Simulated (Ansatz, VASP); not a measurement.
**One calculation of Cu, two programs**

File INCAR:

```
ALGO = Normal
EDIFF = 1E-7
ENCUT = 520
GGA = RP
ISIF = 2
ISMEAR = -1
LASPH = True
LCHARG = False
LREAL = False
LWAVE = False
NBANDS = 30
NELM = 60
PREC = Accurate
SIGMA = 0.1
```

The input KPOINTS:

```
k-points
0
Gamma
  16 16 5
```

File POSCAR:

```
Cu
1.0
    2.4901469995      0.0000000000      0.0000000000
   -1.2450734997      2.1565305607      0.0000000000
    0.0000000000      0.0000000000      8.1301452367
Cu
4
Direct
    1.0000000000      1.0000000000      0.0000000000
    1.0000000000      0.0000000000      0.5000000000
    0.3333333333      0.6666666667      0.2500000000
    0.6666666667      0.3333333333      0.7500000000
```

Input for Ansatz:

```yaml
crystal:
  lattice:
    - [2.4901469995, 0.0, 0.0]
    - [-1.2450734997, 2.1565305607, 0.0]
    - [0.0, 0.0, 8.1301452367]
  atoms:
    - { symbol: Cu, position: [1.0, 1.0, 0.0] }
    - { symbol: Cu, position: [1.0, 0.0, 0.5] }
    - { symbol: Cu, position: [0.3333333333, 0.6666666667, 0.25] }
    - { symbol: Cu, position: [0.6666666667, 0.3333333333, 0.75] }
hamiltonian:
  xc: rpbe
  pseudopotentials:
    kind: paw
    azcp:
      Cu: "pseudopotentials/Cu.paw.azcp"
basis:
  ecutwfc: 420
  fft_grid_basis: typed
kpoints:
  mp_grid: { grid: [16, 16, 5], shift: [0, 0, 0] }
magnetization:
  spin_polarized: false
scf:
  occupations: { method: fermi_dirac, width: 0.1 }
  lower_state_search: "off"
output:
  stress: true
```

Alike in both runs: task single point; functional RPBE; k mesh 16 × 16 × 5; occupations fermi-dirac, width 0.1 eV; no spin polarisation.

|  | VASP | Ansatz |
| --- | --- | --- |
| version | VASP 6.6.1 | Ansatz 0.2.0 |
| potentials or method | VASP PAW PBE potentials, release 64 (Cu), cutoff 520 eV | plane waves (420 eV) with PAW, scalar-relativistic |
| valence electrons in the cell | 44 | 76 |

|  | VASP | Ansatz | Ansatz less VASP |
| --- | --- | --- | --- |
| pressure (GPa) | 22.4 | 21.8 | -0.58 |
| traceless stress, the component that is largest in VASP (GPa) | 0.10 | 0.14 | +0.038 |

VASP's potentials were made for PBE, not for RPBE. VASP's potentials hold 44 valence electrons a cell and Ansatz's 76, so a difference there can come from the potentials and not from the codes.
